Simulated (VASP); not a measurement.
PdI, 2 atoms in the cell. It takes space group Pm-3m (No. 221, cubic). The conventional cell has a = 3.570 Å, b = 3.570 Å, c = 3.570 Å, α = 90.00°, β = 90.00°, γ = 90.00°. Within 4.1 Å of Pd (site symmetry m-3m) lie 8 I at 3.09 Å and 6 Pd at 3.57 Å. I (site symmetry m-3m) has 8 Pd at 3.09 Å and 6 I at 3.57 Å within 4.1 Å. 

| Property | Result |
| --- | --- |
| Program | VASP 6.6.1 |
| Task | single point |
| Functional | PBE |
| Potentials or basis | VASP PAW PBE potentials, release 64 (Pd, I) |
| Cutoff | 500 eV |
| k mesh | 6 × 6 × 6 |
| Occupations | gaussian, width 0.1 eV |
| Spin | no spin polarisation |
| Dipole correction | no |
| Further INCAR settings | ALGO = Normal; EDIFF = 1e-06; NBANDS = 16 |

Potentials or basis: VASP PAW PBE potentials, release 64 (Pd, I).

Command:

```sh
$ cat potpaw_PBE.64/Pd/POTCAR potpaw_PBE.64/I/POTCAR > POTCAR
$ mpirun -np 1 vasp_std > vasp.out
```

Hardware: 1 thread of Intel Xeon 8259CL, on a shared host.

Question: Estimate the wall time of this run.

Answer: Wall time 20 s on 1 thread of Intel Xeon 8259CL (shared host), peak memory 0.16 GiB. Counts: scf iterations 13, k points 20.
